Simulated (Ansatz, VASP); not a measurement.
## One calculation of SnO, two programs

```xyz
4
Lattice="4.1255 0.0000 0.0000 -2.0627 3.5728 0.0000 0.0000 0.0000 5.1854" Properties=species:S:1:pos:R:3 pbc="T T T"
Sn    0.0000    2.3819    1.2964
Sn    2.0627    1.1909    3.8891
O     2.0627    1.1909    1.2964
O     0.0000    2.3819    3.8891
```

Alike in both runs: task single point; functional r2SCAN; k mesh 12 × 12 × 6; no spin polarisation.

|  | VASP | Ansatz |
| --- | --- | --- |
| version | VASP 6.6.1 | Ansatz 0.2.0 |
| potentials or method | VASP PAW PBE potentials, release 64 (Sn_d, O) | plane waves, PAW |
| plane-wave cutoff (eV) | 520 | 500 |
| occupations | gaussian, width 0.01 eV | fixed |
| valence electrons in the cell | 40 | 40 |

VASP gave:

```
gap on the k mesh at the Fermi level (eV)                     : 0.57
pressure (GPa)                                                : 0.3
traceless stress, the component that is largest in VASP (GPa) : -0.17
```

Question: Which values does Ansatz return?

Answer: gap on the k mesh at the Fermi level (eV): 0.58; pressure (GPa): 0.1; traceless stress, the component that is largest in VASP (GPa): -0.01.

VASP's potentials were made for PBE, not for r2SCAN.
